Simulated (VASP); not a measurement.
Here is a VASP 6.6.1 calculation.

Contents of INCAR:

```
SYSTEM = NaH6
  PREC = Accurate
  ENCUT = 520
  EDIFF = 1E-6
  ISMEAR = 0
  SIGMA = 0.1
  LREAL = .FALSE.
  LASPH = .TRUE.
  NELM = 100
  ALGO = Normal
  ISIF = 2
  LWAVE = .FALSE.
  LCHARG = .TRUE.
  GGA = PE
  LELF = .TRUE.
  LVHAR = .TRUE.
  NBANDS = 16
```

File KPOINTS:

```
regular mesh
0
G
  10 10 10
  0 0 0
```

The input POSCAR:

```
NaH6
1.0
    4.0335261339      0.0000000000      0.0000000000
    0.0000000000      4.0335261339      0.0000000000
    0.0000000000      0.0000000000      4.0335261339
Na H
1 6
Direct
    0.0000000000      0.0000000000      0.0000000000
    0.1008307326      0.5000000000      0.5000000000
    0.5000000000      0.1008307326      0.5000000000
    0.8991692674      0.5000000000      0.5000000000
    0.5000000000      0.8991692674      0.5000000000
    0.5000000000      0.5000000000      0.1008307326
    0.5000000000      0.5000000000      0.8991692674
```

Potentials or basis: VASP PAW PBE potentials, release 64 (Na_pv, H).

Command:

```console
$ cat potpaw_PBE.64/Na_pv/POTCAR potpaw_PBE.64/H/POTCAR > POTCAR
$ mpirun -np 1 vasp_std > vasp.out
```

Task: Predict the pressure.

Result: -0.2 GPa.
